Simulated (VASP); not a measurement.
# Ir (P6_3/mmc) in VASP: settings compared

The runs below take Ir through single point, with PBE, LDA.

All numbers are computed with VASP 6.6.1; they aren't measurements. Logs are shortened: lines on timing, memory, paths and dates and some standing lists are left out, and cuts for length are marked.

**1. The cell of the first run**

It takes space group P6_3/mmc (No. 194, hexagonal). Conventional cell: a = 2.751 Å, b = 2.751 Å, c = 4.462 Å, α = 90.00°, β = 90.00°, γ = 120.00°. Ir (site symmetry -6m2) has 12 Ir at 2.74 to 2.75 Å within 3.6 Å.

**2. Single point, PBE**

INCAR

```
SYSTEM = Ir
PREC     = Accurate       ! precision mode
ENCUT    = 500            ! plane-wave cutoff, eV
EDIFF    = 1E-6           ! SCF threshold, eV
ISMEAR   = 0              ! smearing method
SIGMA    = 0.1            ! smearing width, eV
LREAL    = .False.        ! projectors in reciprocal space
LASPH    = .True.         ! aspherical terms in the spheres
NELM     = 120            ! most SCF steps
ALGO     = Normal         ! electronic algorithm
ISIF     = 2              ! what is computed and relaxed
LWAVE    = .False.        ! write WAVECAR
LCHARG   = .False.        ! write CHGCAR
GGA      = PE             ! functional
NELECT   = 16.0         
NBANDS   = 16             ! bands
GGA_COMPAT= .False.
```

KPOINTS

```
Automatic mesh
0
Gamma
  6 6 4
  0 0 0
```

POSCAR

```
Ir
1.0
    2.7513778946      0.0000000000      0.0000000000
   -1.3756889473      2.3827631521      0.0000000000
    0.0000000000      0.0000000000      4.4622900000
Ir
2
Direct
    0.6666666667      0.3333333333      0.7500000000
    0.3333333333      0.6666666667      0.2500000000
```

Potentials or basis: VASP PAW PBE potentials, release 64 (Ir).

The run is started by

```console
cat potpaw_PBE.64/Ir/POTCAR > POTCAR
mpirun -np 1 vasp_std > vasp.out
```

OUTCAR:

```text
SYSTEM = Ir
   PREC = Accurate
   ENCUT = 500
   EDIFF = 1E-6
   ISMEAR = 0
   LREAL = .False.
   LASPH = .True.
   NELM = 120
   ISIF = 2
   GGA = PE
   NELECT = 16.0

 ion  position               nearest neighbor table
   1  0.667  0.333  0.750-   2 2.74   2 2.74   2 2.74   2 2.74   2 2.74   2 2.74
   2  0.333  0.667  0.250-   1 2.74   1 2.74   1 2.74   1 2.74   1 2.74   1 2.74

  LATTYP: Found a hexagonal cell.
 ALAT       =     2.7513778946
 C/A-ratio  =     1.6218382828

  Lattice vectors:

 A1 = (   2.7513778946,   0.0000000000,   0.0000000000)
 A2 = (  -1.3756889473,   2.3827631521,   0.0000000000)
 A3 = (   0.0000000000,   0.0000000000,   4.4622900000)

Analysis of symmetry for initial positions (statically):
=====================================================================
 Subroutine PRICEL returns:
 Original cell was already a primitive cell.

 Routine SETGRP: Setting up the symmetry group for a
 hexagonal supercell.

 Subroutine GETGRP returns: Found 24 space group operations
 (whereof 12 operations were pure point group operations)
 out of a pool of 24 trial point group operations.

The static configuration has the point symmetry D_3d.
 The point group associated with its full space group is D_6h.

Analysis of symmetry for dynamics (positions and initial velocities):
=====================================================================
 Subroutine PRICEL returns:
 Original cell was already a primitive cell.

 Routine SETGRP: Setting up the symmetry group for a
 hexagonal supercell.

 Subroutine GETGRP returns: Found 24 space group operations
 (whereof 12 operations were pure point group operations)
 out of a pool of 24 trial point group operations.

The dynamic configuration has the point symmetry D_3d.
 The point group associated with its full space group is D_6h.

 Subroutine INISYM returns: Found 24 space group operations
 (whereof 12 operations are pure point group operations),
 and found     1 'primitive' translations

----------------------------------------------------------------------------------------

                                     Primitive cell

  volume of cell :      29.2542

  direct lattice vectors                    reciprocal lattice vectors
     2.751377895  0.000000000  0.000000000     0.363454254  0.209840411  0.000000000
    -1.375688947  2.382763152  0.000000000     0.000000000  0.419680823  0.000000000
     0.000000000  0.000000000  4.462290000     0.000000000  0.000000000  0.224100182

  length of vectors
     2.751377895  2.751377895  4.462290000     0.419680823  0.419680823  0.224100182

  position of ions in fractional coordinates (direct lattice)
     0.666666667  0.333333333  0.750000000
     0.333333333  0.666666667  0.250000000

  ion indices of the primitive-cell ions
   primitive index   ion index
                 1           1
                 2           2

----------------------------------------------------------------------------------------

 KPOINTS: Automatic mesh

Automatic generation of k-mesh.
 Grid dimensions read from file:
 generate k-points for:    6    6    4

 Generating k-lattice:

  Cartesian coordinates                     Fractional coordinates (reciprocal lattice)
     0.060575709  0.034973402  0.000000000     0.166666667 -0.000000000  0.000000000
     0.000000000  0.069946804  0.000000000     0.000000000  0.166666667  0.000000000
     0.000000000  0.000000000  0.056025045     0.000000000  0.000000000  0.250000000

  Length of vectors
     0.069946804  0.069946804  0.056025045

  Shift w.r.t. Gamma in fractional coordinates (k-lattice)
     0.000000000  0.000000000  0.000000000

 Subroutine IBZKPT returns following result:
 ===========================================

 Found     21 irreducible k-points:

 Following reciprocal coordinates:
            Coordinates               Weight
  0.000000  0.000000  0.000000      1.000000
  0.166667  0.000000  0.000000      6.000000
  0.333333  0.000000  0.000000      6.000000
  0.500000  0.000000  0.000000      3.000000
  0.166667  0.166667  0.000000      6.000000
  0.333333  0.166667  0.000000     12.000000
[... 13 lines left out ...]
  0.333333  0.166667  0.500000     12.000000
  0.333333  0.333333  0.500000      2.000000
   k-points           NKPTS =     21   k-points in BZ     NKDIM =     21   number of bands    NBANDS=     16
   number of dos      NEDOS =    301   number of ions     NIONS =      2
   total plane-waves  NPLWV =  14400
   dimension x,y,z NGX =    20 NGY =   20 NGZ =   36
   dimension x,y,z NGXF=    40 NGYF=   40 NGZF=   72
   ions per type =               2
   NGX,Y,Z   is equivalent  to a cutoff of  12.08, 12.08, 13.41 a.u.
   NGXF,Y,Z  is equivalent  to a cutoff of  24.17, 24.17, 26.82 a.u.
 SYSTEM =  Ir
   PREC   = accura    normal or accurate (medium, high low for compatibility)
   ISTART =      0    job   : 0-new  1-cont  2-samecut
   ICHARG =      2    charge: 1-file 2-atom 10-const
   ISPIN  =      1    spin polarized calculation?
   LNONCOLLINEAR =      F non collinear calculations
   LSORBIT =      F    spin-orbit coupling
   LASPH  =      T    aspherical Exc in radial PAW
   ENCUT  =  500.0 eV  36.75 Ry    6.06 a.u.   5.02  5.02  8.14*2*pi/ulx,y,z
   NELM   =    120;   NELMIN=  2; NELMDL= -5     # of ELM steps
   EDIFF  = 0.1E-05   stopping-criterion for ELM
   LREAL  =      F    real-space projection
   EDIFFG = 0.1E-04   stopping-criterion for IOM
   NSW    =      0    number of steps for IOM
   IBRION =     -1    ionic relax: 0-MD 1-quasi-New 2-CG
   NFREE  =      0    steps in history (QN), initial steepest desc. (CG)
   ISIF   =      2    stress and relaxation
   ISYM   =      2    0-nonsym 1-usesym 2-fastsym
   POTIM  = 0.5000    time-step for ionic-motion
   TEBEG  =    0.0;   TEEND  =   0.0 temperature during run
   PSTRESS=    0.0 pullay stress
   NELECT =      16.0000    total number of electrons
   NUPDOWN=      -1.0000    fix difference up-down
   EMIN   =  10.00;   EMAX   =-10.00  energy-range for DOS
   EFERMI =   0.00;   METHOD = LEGACY
   ISMEAR =     0;   SIGMA  =   0.10  broadening in eV -4-tet -1-fermi 0-gaus
   EFERMI_NEDOS =   21; number of points for ismear=-14 and -15
   IALGO  =     38    algorithm
   IMIX   =      4    mixing-type and parameters
     AMIX     =   0.40;   BMIX     =  1.00
     AMIX_MAG =   1.60;   BMIX_MAG =  1.00
  volume/ion in A,a.u.               =      14.63        98.71
  Fermi-wavevector in a.u.,A,eV,Ry     =   1.338809  2.529982 24.387201  1.792409
  Thomas-Fermi vector in A             =   2.467250
   LORBIT       =      0    0 simple, 1 ext, 2 COOP (PROOUT), +10 PAW based schemes
   GGA     = PE    functional components
   LHFCALC =     F    Hartree Fock is set to
   AEXX    =    0.0000 exact exchange contribution
   IVDW    =     0    specifies the selected vdW correction
   LEPSILON=     F    determine dielectric tensor
   LRPA    =     F    only Hartree local field effects (RPA)
 non-spin polarized calculation
 Gauss-broadening in eV      SIGMA  =   0.10
  energy-cutoff  :      500.00
  volume of cell :       29.25
 maximum number of plane-waves:       756
 NGX is ok and might be reduce to    20
   NGX =  9   NGY =  9   NGZ = 17

 number of electron      16.0000000 magnetization

 Free energy of the ion-electron system (eV)
  ---------------------------------------------------
  ext. energy  EPLUGINS =         0.00000000
  ---------------------------------------------------
  free energy    TOTEN  =       -35.91347111 eV

  energy without entropy =      -35.89591697  energy(sigma->0) =      -35.90469404

 E-fermi :   8.6678     XC(G=0): -13.3052

 val. band max:        8.6579452066   @ k =   0.3333   0.1667   0.2500
 cond. band min:       8.6948270983   @ k =   0.1667   0.1667   0.2500
 fundamental gap:      0.0368818917
 Fermi energy:         8.6678365119

 k-point     1 :       0.0000    0.0000    0.0000
  band No.  band energies     occupation
      1      -0.3871      2.00000
      2       2.2026      2.00000
      3       5.8459      2.00000
      4       5.9667      2.00000
      5       5.9667      2.00000
      6       6.5179      2.00000
[... 8 lines left out ...]
     15      27.1508      0.00000
     16      28.0289      0.00000

 k-point     2 :       0.1667    0.0000    0.0000
  band No.  band energies     occupation
      1       0.5947      2.00000
      2       2.9542      2.00000
      3       5.1461      2.00000
      4       6.0619      2.00000
      5       6.0820      2.00000
      6       6.7616      2.00000
[... 8 lines left out ...]
     15      27.9777      0.00000
     16      27.9809      0.00000

 k-point     3 :       0.3333    0.0000    0.0000
  band No.  band energies     occupation
      1       2.4361      2.00000
      2       3.1031      2.00000
      3       4.1102      2.00000
      4       5.6498      2.00000
      5       6.0315      2.00000
      6       6.2249      2.00000
[... 8 lines left out ...]
     15      23.9390      0.00000
     16      25.5074      0.00000

 k-point     4 :       0.5000    0.0000    0.0000
  band No.  band energies     occupation
      1       2.6864      2.00000
      2       2.8970      2.00000
      3       3.3933      2.00000
      4       5.7275      2.00000
      5       6.3358      2.00000
      6       6.7896      2.00000
[... 8 lines left out ...]
     15      20.8947      0.00000
     16      21.7800      0.00000
[... 267 lines left out ...]
 k-point    19 :       0.1667    0.1667    0.5000
  band No.  band energies     occupation
      1       3.3382      2.00000
      2       3.3382      2.00000
      3       4.7699      2.00000
      4       4.7699      2.00000
      5       5.4459      2.00000
      6       5.4459      2.00000
[... 8 lines left out ...]
     15      25.5370      0.00000
     16      25.5370      0.00000

 k-point    20 :       0.3333    0.1667    0.5000
  band No.  band energies     occupation
      1       3.1992      2.00000
      2       3.1992      2.00000
      3       4.5774      2.00000
      4       4.5774      2.00000
      5       6.4214      2.00000
      6       6.4214      2.00000
[... 8 lines left out ...]
     15      23.3301      0.00000
     16      23.3301      0.00000

 k-point    21 :       0.3333    0.3333    0.5000
  band No.  band energies     occupation
      1       3.8561      2.00000
      2       3.8561      2.00000
      3       4.7985      2.00000
      4       4.7985      2.00000
      5       5.8455      2.00000
      6       5.8455      2.00000
[... 8 lines left out ...]
     15      19.4704      0.00000
     16      19.4704      0.00000

------------------------ aborting loop because EDIFF is reached ----------------------------------------

  FORCE on cell =-STRESS in cart. coord.  units (eV):
  Direction    XX          YY          ZZ          XY          YZ          ZX
  --------------------------------------------------------------------------------------
  -------------------------------------------------------------------------------------
  Total      -31.8301522    -31.8301522    -34.8361705      0.0000000      0.0000000     -0.0000000
  in kB    -1743.2528617  -1743.2528616  -1907.8844991      0.0000000      0.0000000     -0.0000000
  external PRESSURE =   -1798.1300741 kB  Pullay stress =       0.0000000 kB

 VOLUME and BASIS-vectors are now :
 -----------------------------------------------------------------------------
  energy-cutoff  :      500.00
  volume of cell :       29.25
      direct lattice vectors                 reciprocal lattice vectors
     2.751377895  0.000000000  0.000000000     0.363454254  0.209840411  0.000000000
    -1.375688947  2.382763152  0.000000000     0.000000000  0.419680823  0.000000000
     0.000000000  0.000000000  4.462290000     0.000000000  0.000000000  0.224100182

 POSITION                                       TOTAL-FORCE (eV/Angst)
 -----------------------------------------------------------------------------------
      1.37569      0.79425      3.34672         0.000000      0.000000      0.000000
     -0.00000      1.58851      1.11557         0.000000     -0.000000      0.000000
 -----------------------------------------------------------------------------------
    total drift:                                0.000000     -0.000000     -0.000000

  FREE ENERGIE OF THE ION-ELECTRON SYSTEM (eV)
  ---------------------------------------------------
  free  energy   TOTEN  =       -35.9134711054 eV

  energy  without entropy=      -35.8959169674  energy(sigma->0) =      -35.90469404
```

Run time: 8.6 s. Hardware: 1 thread of Intel Xeon 6975P-C (Granite Rapids), shared host; peak memory 0.14 GiB.

Results:

- Free energy: -35.9135 eV

Levels at points of the mesh, in eV from the Fermi level:
```
           k point  band 6  band 7  band 8  band 9  band 10  band 11
(0.00, 0.00, 0.00)   -2.15   -2.15   -1.43   -1.43     0.95     0.95
(0.50, 0.00, 0.00)   -1.88   -1.82    1.28    1.52     1.64     3.75
(0.00, 0.00, 0.50)   -2.82   -2.82   -2.82    0.25     0.25     0.25
(0.50, 0.00, 0.50)   -1.15    0.29    0.29    1.50     1.50     3.19
```

Caveat: the k points lie up to 0.44 Å⁻¹ apart; the cell carries a net charge on a neutralising background, which shifts energy and pressure; the cell is charged against a uniform background, so pressure and absolute levels hang on convention; spin-orbit coupling is left out, which moves the levels of the heavy elements.

[end of part 1 of 2]
